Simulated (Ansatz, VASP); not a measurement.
Ta: VASP beside Ansatz

Contents of INCAR:

```
PREC = Accurate
ENCUT = 520
EDIFF = 1E-8
ISMEAR = 0
SIGMA = 0.05
LREAL = F
LASPH = T
NELM = 150
ALGO = Normal
ISIF = 2
LWAVE = F
LCHARG = F
ISPIN = 2
MAGMOM = 0.5
LORBIT = 11
LMAXMIX = 4
GGA = B5
ALDAX = 1.0
AGGAX = 1.0
AGGAC = 1.0
ALDAC = 0.0
LEFG = T
NBANDS = 16
```

File KPOINTS:

```
Automatic mesh
0
Gamma
  11 11 11
```

POSCAR

```
Ta
1.0
    2.6550824406      0.0000000000      0.0000000000
   -0.8850274802      2.5032357311      0.0000000000
   -0.8850274802     -1.2516178656      2.1678657348
Ta
1
Direct
    0.0000000000      0.0000000000      0.0000000000
```

input.yaml

```yaml
crystal:
  lattice: { a: 2.6550824406, b: 2.6550824406, c: 2.6550824406, alpha: 109.4712206345, beta: 109.4712206345, gamma: 109.4712206345 }
  atoms:
    - { symbol: Ta, position: [0.0, 0.0, 0.0], spin: 0.5 }
kpoints:
  mp_grid: { grid: [11, 11, 11] }
scf:
  occupations: { method: gaussian, width: 0.05 }
hamiltonian:
  xc: blyp
  pseudopotentials: { kind: all_electron, datasets: crystal }
magnetization:
  spin_polarized: true
output:
  forces: true
  stress: true
  eigenvalues: true
  efg: {}
```

Change from the starting cell: volume scaled by 0.8.

Alike in both runs: task electric field gradients; functional BLYP; k mesh 11 × 11 × 11; occupations gaussian, width 0.05 eV; collinear spin.

```csv
,VASP,Ansatz
version,VASP 6.6.1,Ansatz 0.2.0
potentials or method,"VASP PAW PBE potentials, release 64 (Ta_pv), cutoff 520 eV",all-electron PAW datasets made for the crystal
```

Ansatz gave:

- gap on the k mesh at the Fermi level (eV): none
- pressure (GPa): 83.2
- net moment per atom (μB): 0.00

Which values does VASP return?

gap on the k mesh at the Fermi level (eV): none; pressure (GPa): 86.4; net moment per atom (μB): 0.00.

VASP's potentials were made for PBE, not for BLYP. A gap of «none» marks a metal or a gap that the smearing closes. Both programs put the cell under a high pressure, so it lies far from rest at this level. Ansatz ran all-electron here, and VASP with PAW potentials.

Spin-orbit coupling is off throughout. Noted on VASP's run: the cell as given lies far from equilibrium.
